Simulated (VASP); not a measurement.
Runs of VASP 6.6.1 on WS2. The structure is that of space group P-6m2 (No. 187), or close to it. The cells are those of the table. 

```csv
cell,gap on the mesh (eV),largest force (eV/Å)
"a = 3.181, b = 3.145, c = 16.951 Å, angles 90.0, 90.0, 120.4°, 3 atoms",2.01,0.21
"a = 3.181, b = 3.134, c = 16.951 Å, angles 90.0, 90.0, 120.5°, 3 atoms",(b),0.27
"a = 3.181, b = 3.193, c = 16.951 Å, angles 90.0, 90.0, 119.9°, 3 atoms",1.86,0.04
"a = 3.181, b = 3.217, c = 16.951 Å, angles 90.0, 90.0, 119.6°, 3 atoms",(a),0.15
"a = 3.181, b = 3.157, c = 16.951 Å, angles 90.0, 90.0, 120.2°, 3 atoms",1.98,0.14
```

Alike in all rows: task single point; level r2SCAN; potentials or basis VASP PAW PBE potentials, release 64 (W_sv, S); no spin polarisation; k mesh 12 × 12 × 2; cutoff (eV) 520; smearing gaussian 0.05 eV.

Estimate the missing entries.

(a) 1.77; (b) 2.04.

Caveats: there is no dipole correction, which matters where the two faces differ; the PAW data sets were made with another functional, which shifts forces and pressure a little; spin-orbit coupling is left out, which moves the levels of the heavy elements.

A k mesh can miss the band edges, and the runs leave out spin-orbit coupling on W.
